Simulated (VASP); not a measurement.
# AlN (P1) in VASP: notebook, part 2 of 2

VASP 6.6.1. The steps go on from the part before.

## Step 4: Single point, PBEsol

This run uses another cell than the first one, of 12.56 Å³/atom, 1.122 times its volume.

File INCAR:

```
SYSTEM = AlN
PREC     = Accurate       ! precision mode
ENCUT    = 520            ! plane-wave cutoff, eV
EDIFF    = 1E-6           ! SCF threshold, eV
ISMEAR   = 0              ! smearing method
SIGMA    = 0.05           ! smearing width, eV
LREAL    = .False.        ! projectors in reciprocal space
LASPH    = .True.         ! aspherical terms in the spheres
NELM     = 60             ! most SCF steps
ALGO     = Normal         ! electronic algorithm
ISIF     = 2              ! what is computed and relaxed
LWAVE    = .False.        ! write WAVECAR
LCHARG   = .False.        ! write CHGCAR
GGA      = PS             ! functional
NBANDS   = 26             ! bands
```

File KPOINTS:

```
regular mesh
0
Gamma
  8 8 3
  0 0 0
```

File POSCAR:

```
AlN
1.0
   -3.1135599822      0.0000000000      0.0000000000
   -1.5567799911     -2.6964220408      0.0000000000
   -0.5189266637     -0.8988073469     11.9667009506
Al N
4 4
Direct
    0.3333333333      0.0822217568      0.7533347297
    0.3333333333      0.2210333500      0.3368999499
    0.6666666667      0.6237724800      0.1286825600
    0.6666666667      0.4849608867      0.5451173398
    0.3333333333      0.3068217234      0.0795348299
    0.3333333333      0.1680101301      0.4959696097
    0.6666666667      0.5707492601      0.2877522198
    0.6666666667      0.4319376668      0.7041869996
```

Potentials or basis: VASP PAW PBE potentials, release 64 (Al, N).

On the command line:

```bash
cat potpaw_PBE.64/Al/POTCAR potpaw_PBE.64/N/POTCAR > POTCAR
mpirun -np 1 vasp_std > vasp.out
```

OUTCAR:

```text
SYSTEM = AlN
   PREC = Accurate
   ENCUT = 520
   EDIFF = 1E-6
   ISMEAR = 0
   LREAL = .False.
   LASPH = .True.
   NELM = 60
   ISIF = 2
   GGA = PS

 ion  position               nearest neighbor table
   1  0.333  0.082  0.753-   8 1.89   8 1.89   8 1.89   4 3.07   4 3.07   4 3.07
   2  0.333  0.221  0.337-   7 1.89   7 1.89   7 1.89   6 1.90   4 3.07   3 3.07   3 3.07   4 3.07
                             4 3.07   3 3.07
   3  0.667  0.624  0.129-   5 1.89   5 1.89   5 1.89   7 1.90   2 3.07   2 3.07   2 3.07
   4  0.667  0.485  0.545-   6 1.89   6 1.89   6 1.89   8 1.90   2 3.07   1 3.07   1 3.07   2 3.07
                             2 3.07   1 3.07
   5  0.333  0.307  0.080-   3 1.89   3 1.89   3 1.89
   6  0.333  0.168  0.496-   4 1.89   4 1.89   4 1.89   2 1.90
   7  0.667  0.571  0.288-   2 1.89   2 1.89   2 1.89   3 1.90
   8  0.667  0.432  0.704-   1 1.89   1 1.89   1 1.89   4 1.90

  LATTYP: Found a base centered monoclinic cell.
 ALAT       =     3.1135599822
 B/A-ratio  =     1.7320508076
 C/A-ratio  =     3.8578419577
 COS(beta)  =    -0.0864040925

  Lattice vectors:

 A1 = (   3.1135599822,   0.0000000000,   0.0000000000)
 A2 = (  -1.5567799911,   2.6964220408,   0.0000000000)
[... 191 lines left out ...]
 cond. band min:       5.7764954424   @ k =  -0.1250  -0.1250  -0.3333
 fundamental gap:      0.0604181053
 Fermi energy:         5.7455077672

 k-point     1 :       0.0000    0.0000    0.0000
  band No.  band energies     occupation
      1     -12.1390      2.00000
      2     -10.8022      2.00000
      3      -9.5265      2.00000
      4      -7.4023      2.00000
      5      -2.4427      2.00000
      6      -0.2406      2.00000
[... 685 lines left out ...]
     25      13.8833      0.00000
     26      14.4304      0.00000

 [... further k-points ...]
[... 5 lines left out ...]
  --------------------------------------------------------------------------------------
  -------------------------------------------------------------------------------------
  Total       -0.6806359     -0.8989108     -2.8036406     -0.0705158      0.1917833      0.2302888
  in kB      -10.8544012    -14.3353285    -44.7108967     -1.1245468      3.0584534      3.6725174
  external PRESSURE =     -23.3002088 kB  Pullay stress =       0.0000000 kB

 VOLUME and BASIS-vectors are now :
 -----------------------------------------------------------------------------
  energy-cutoff  :      520.00
  volume of cell :      100.47
      direct lattice vectors                 reciprocal lattice vectors
    -3.113559982  0.000000000  0.000000000    -0.321175762  0.185430913 -0.000000000
    -1.556779991 -2.696422041  0.000000000     0.000000000 -0.370861825 -0.027855073
    -0.518926664 -0.898807347 11.966700951     0.000000000  0.000000000  0.083565220

 POSITION                                       TOTAL-FORCE (eV/Angst)
 -----------------------------------------------------------------------------------
     -1.55678     -0.89881      9.01493        -0.020920     -0.054752      0.076465
     -1.55678     -0.89881      4.03158         0.000746      0.001482     -1.463909
     -3.11356     -1.79761      1.53991        -0.005454     -0.004249     -2.338265
     -3.11356     -1.79761      6.52326        -0.003798      0.000029     -1.398387
     -1.55678     -0.89881      0.95177         0.047329      0.048075      1.126718
     -1.55678     -0.89881      5.93512        -0.000930      0.001775      1.281216
     -3.11356     -1.79761      3.44344         0.004610      0.004340      1.510636
     -3.11356     -1.79761      8.42680        -0.021584      0.003300      1.205525
 -----------------------------------------------------------------------------------
    total drift:                                0.000133      0.000232     -0.000206

  FREE ENERGIE OF THE ION-ELECTRON SYSTEM (eV)
  ---------------------------------------------------
  free  energy   TOTEN  =       -59.0725202263 eV

  energy  without entropy=      -59.0697453326  energy(sigma->0) =      -59.07113278
```

OSZICAR:

```text
N       E                     dE             d eps       ncg     rms          rms(c)
DAV:   1     0.119949929702E+03    0.11995E+03   -0.14351E+04  5096   0.109E+03
DAV:   2    -0.580050139608E+02   -0.17795E+03   -0.16449E+03  6826   0.223E+02
DAV:   3    -0.703074490259E+02   -0.12302E+02   -0.12211E+02  6860   0.616E+01
DAV:   4    -0.704852167747E+02   -0.17777E+00   -0.17759E+00  6374   0.839E+00
[... 10 lines left out ...]
DAV:  15    -0.590725422839E+02   -0.10007E-04   -0.42980E-05  6230   0.398E-02    0.253E-02
DAV:  16    -0.590725249821E+02    0.17302E-04   -0.85045E-06  6640   0.203E-02    0.113E-02
DAV:  17    -0.590725213344E+02    0.36477E-05   -0.18595E-06  6704   0.104E-02    0.530E-03
DAV:  18    -0.590725202327E+02    0.11017E-05   -0.55390E-07  4816   0.753E-03    0.152E-03
DAV:  19    -0.590725202263E+02    0.63985E-08   -0.42143E-07  3140   0.361E-03
   1 F= -.59072520E+02 E0= -.59071133E+02  d E =-.277489E-02
```

stdout:

```text
POSCAR found type information on POSCAR AlN
 POSCAR found :  2 types and       8 ions
 scaLAPACK will be used
 -----------------------------------------------------------------------------
|                                                                             |
|                                                                             |
|     You enforced a specific xc type in the INCAR file but a different       |
|     I HOPE YOU KNOW WHAT YOU ARE DOING!                                     |
|                                                                             |
 -----------------------------------------------------------------------------

 LDA part: xc-table for (Slater+PW92), standard interpolation
 POSCAR, INCAR and KPOINTS ok, starting setup
 FFT: planning ... GRIDC
 FFT: planning ... GRID_SOFT
 FFT: planning ... GRID
 WAVECAR not read
 entering main loop
```

Run time: 10 min. Hardware: 1 thread of AMD EPYC 7R13, shared host; peak memory 0.3 GiB.

Results:

```
Free energy            : -59.0725 eV
Pressure               : -2.3 GPa
Largest force          : 2.338 eV/Å
Band gap on the k mesh : zero (band 16 reaches 5.84 eV, above the bottom of band 17 at 5.72 eV)
```

Forces on the atoms (eV/Å):
```
Al  -0.021 -0.055  0.076
Al   0.001  0.001 -1.464
Al  -0.005 -0.004 -2.338
Al  -0.004  0.000 -1.398
N    0.047  0.048  1.127
N   -0.001  0.002  1.281
N    0.005  0.004  1.511
N   -0.022  0.003  1.206
```

Levels at points of the mesh, in eV from the Fermi level:
```
           k point  band 13  band 14  band 15  band 16  band 17  band 18  band 19  band 20
(0.00, 0.00, 0.00)    -1.74    -1.12    -0.56     0.10     0.10     3.10     3.64     4.83
(0.50, 0.00, 0.00)    -2.71    -2.60    -0.69    -0.39     0.79     2.04     3.39     3.99
(0.00, 0.50, 0.00)    -2.72    -2.60    -0.68    -0.34     0.69     2.11     3.35     3.99
(0.50, 0.50, 0.00)    -2.69    -2.60    -0.68    -0.34     0.71     2.01     3.40     4.01
```

Caveat: the PAW data sets were made with another functional, which shifts forces and pressure a little.

## Step 5: Single point, PBEsol

This run uses another cell than the first one, of 12.56 Å³/atom, 1.122 times its volume.

File INCAR:

```
PREC = Accurate
ENCUT = 520
EDIFF = 1E-6
ISMEAR = 0
SIGMA = 0.05
LREAL = F
LASPH = T
NELM = 80
ALGO = Normal
ISIF = 2
LWAVE = F
LCHARG = T
GGA = PS
LELF = T
LVHAR = T
NBANDS = 26
```

File KPOINTS:

```
Automatic mesh
0
Gamma
  8 8 3
```

File POSCAR:

```
AlN
1.0
   -3.1135599822      0.0000000000      0.0000000000
   -1.5567799911     -2.6964220408      0.0000000000
   -0.6486583296     -1.1235091837     11.9667009506
Al N
4 4
Direct
    0.3333333333      0.0194438626      0.7533347297
    0.3333333333      0.1929583542      0.3368999499
    0.6666666667      0.6130489333      0.1286825600
    0.6666666667      0.4395344417      0.5451173398
    0.3333333333      0.3001938209      0.0795348299
    0.3333333333      0.1266793293      0.4959696097
    0.6666666667      0.5467699084      0.2877522198
    0.6666666667      0.3732554168      0.7041869996
```

Potentials or basis: VASP PAW PBE potentials, release 64 (Al, N).

On the command line:

```bash
cat potpaw_PBE.64/Al/POTCAR potpaw_PBE.64/N/POTCAR > POTCAR
mpirun -np 1 vasp_std > vasp.out
```

OUTCAR:

```text
PREC = Accurate
   ENCUT = 520
   EDIFF = 1E-6
   ISMEAR = 0
   LREAL = F
   LASPH = T
   NELM = 80
   ISIF = 2
   GGA = PS

 ion  position               nearest neighbor table
   1  0.333  0.019  0.753-   8 1.89   8 1.89   8 1.89   4 3.07   4 3.07   4 3.07
   2  0.333  0.193  0.337-   7 1.89   7 1.89   7 1.89   6 1.90   3 3.07   4 3.07   4 3.07   3 3.07
                             4 3.07   3 3.07
   3  0.667  0.613  0.129-   5 1.89   5 1.89   5 1.89   7 1.90   2 3.07   2 3.07   2 3.07
   4  0.667  0.440  0.545-   6 1.89   6 1.89   6 1.89   8 1.90   1 3.07   2 3.07   2 3.07   1 3.07
                             2 3.07   1 3.07
[... 915 lines left out ...]
  in kB      -11.7316180    -15.0785976    -42.4720114     -1.7420060      1.2231920      3.1886517
  external PRESSURE =     -23.0940757 kB  Pullay stress =       0.0000000 kB

 VOLUME and BASIS-vectors are now :
 -----------------------------------------------------------------------------
  energy-cutoff  :      520.00
  volume of cell :      100.47
      direct lattice vectors                 reciprocal lattice vectors
    -3.113559982  0.000000000  0.000000000    -0.321175762  0.185430913  0.000000000
    -1.556779991 -2.696422041  0.000000000     0.000000000 -0.370861825 -0.034818842
    -0.648658330 -1.123509184 11.966700951     0.000000000  0.000000000  0.083565220

 POSITION                                       TOTAL-FORCE (eV/Angst)
 -----------------------------------------------------------------------------------
     -1.55678     -0.89881      9.01493        -0.006966     -0.035716      0.051467
     -1.55678     -0.89881      4.03158         0.000324      0.000971     -1.467367
     -3.11356     -1.79761      1.53991        -0.004801     -0.001795     -2.325662
     -3.11356     -1.79761      6.52326        -0.004260      0.001185     -1.405192
     -1.55678     -0.89881      0.95177         0.038519      0.022372      1.145593
     -1.55678     -0.89881      5.93512        -0.001635      0.001693      1.285456
     -3.11356     -1.79761      3.44344         0.003803      0.001998      1.513334
     -3.11356     -1.79761      8.42680        -0.024984      0.009292      1.202372
 -----------------------------------------------------------------------------------
    total drift:                               -0.000108     -0.000174     -0.001290

  FREE ENERGIE OF THE ION-ELECTRON SYSTEM (eV)
  ---------------------------------------------------
  free  energy   TOTEN  =       -59.0584161874 eV

  energy  without entropy=      -59.0551774065  energy(sigma->0) =      -59.05679680
```

stdout:

```text
POSCAR found type information on POSCAR AlN
 POSCAR found :  2 types and       8 ions
 scaLAPACK will be used
 -----------------------------------------------------------------------------
|                                                                             |
|                                                                             |
|     You enforced a specific xc type in the INCAR file but a different       |
|     I HOPE YOU KNOW WHAT YOU ARE DOING!                                     |
|                                                                             |
 -----------------------------------------------------------------------------

 LDA part: xc-table for (Slater+PW92), standard interpolation
 POSCAR, INCAR and KPOINTS ok, starting setup
 FFT: planning ... GRIDC
 FFT: planning ... GRID_SOFT
 FFT: planning ... GRID
 WAVECAR not read
 entering main loop
```

Run time: 11 min. Hardware: 1 thread of AMD EPYC 7R13, shared host; peak memory 0.3 GiB.

What came out:

* Free energy: -59.0584 eV
* Pressure: -2.3 GPa
* Largest force: 2.326 eV/Å
* Band gap on the k mesh: zero (band 16 reaches 5.84 eV, above the bottom of band 17 at 5.72 eV)

Forces in eV/Å, atoms in the order of the input:
```
Al  -0.007 -0.036  0.051
Al   0.000  0.001 -1.467
Al  -0.005 -0.002 -2.326
Al  -0.004  0.001 -1.405
N    0.039  0.022  1.146
N   -0.002  0.002  1.285
N    0.004  0.002  1.513
N   -0.025  0.009  1.202
```

Levels at points of the mesh, in eV from the Fermi level:
```
           k point  band 14  band 15  band 16  band 17  band 18  band 19
(0.00, 0.00, 0.00)    -1.12    -0.56     0.10     0.10     3.09     3.64
(0.50, 0.00, 0.00)    -2.59    -0.68    -0.39     0.78     2.03     3.39
(0.00, 0.50, 0.00)    -2.59    -0.68    -0.33     0.67     2.11     3.33
(0.50, 0.50, 0.00)    -2.59    -0.68    -0.31     0.66     2.01     3.40
```

Caveat: the PAW data sets were made with another functional, which shifts forces and pressure a little.

## Step 6: The runs side by side

```tsv
cell	gap on the mesh (eV)	pressure (GPa)	largest force (eV/Å)
a = 3.114, b = 3.114, c = 10.670 Å, angles 88.6, 89.3, 60.0°, 8 atoms	1.99	-4.6	1.78
a = 3.114, b = 3.114, c = 11.978 Å, angles 87.5, 88.8, 60.0°, 8 atoms	none	-2.4	2.36
a = 3.114, b = 3.114, c = 12.012 Å, angles 85.0, 87.5, 60.0°, 8 atoms	none	-2.3	2.34
a = 3.114, b = 3.114, c = 12.037 Å, angles 83.8, 86.9, 60.0°, 8 atoms	none	-2.3	2.33
```

Alike in all rows: task single point; level PBEsol; potentials or basis VASP PAW PBE potentials, release 64 (Al, N); no spin polarisation; k mesh 8 × 8 × 3; cutoff (eV) 520; smearing gaussian 0.05 eV.

Caveats: the PAW data sets were made with another functional, which shifts forces and pressure a little.

Total energies depend on the potentials used, so only differences within one code and one set of settings carry meaning.
